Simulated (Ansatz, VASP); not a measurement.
One calculation of Mn, two programs

```
Mn
1.0
     3.92631    0.00000    0.00000
    -1.96315    3.40028    0.00000
     0.00000    0.00000    2.45092
Mn
3
Direct
  0.00000 0.00000 0.00000
  0.33333 0.66667 0.50000
  0.66667 0.33333 0.50000
```

Alike in both runs: task single point; functional r2SCAN; k mesh 11 × 11 × 15; occupations fermi-dirac, width 0.1 eV; no spin polarisation.

|  | VASP | Ansatz |
| --- | --- | --- |
| version | VASP 6.6.1 | Ansatz 0.2.0 |
| potentials or method | VASP PAW PBE potentials, release 64 (Mn_pv), cutoff 520 eV | plane waves (500 eV) with PAW, scalar-relativistic |
| valence electrons in the cell | 39 | 45 |

Ansatz gave:

| Property | Result |
| --- | --- |
| pressure (GPa) | -10.9 |
| traceless stress, the component that is largest in VASP (GPa) | 0.71 |

Task: Which values does VASP return?

Result: Pressure (GPa): -10.5; traceless stress, the component that is largest in VASP (GPa): 0.55.

VASP's potentials were made for PBE, not for r2SCAN. VASP's potentials hold 39 valence electrons a cell and Ansatz's 45, so a difference there can come from the potentials and not from the codes.
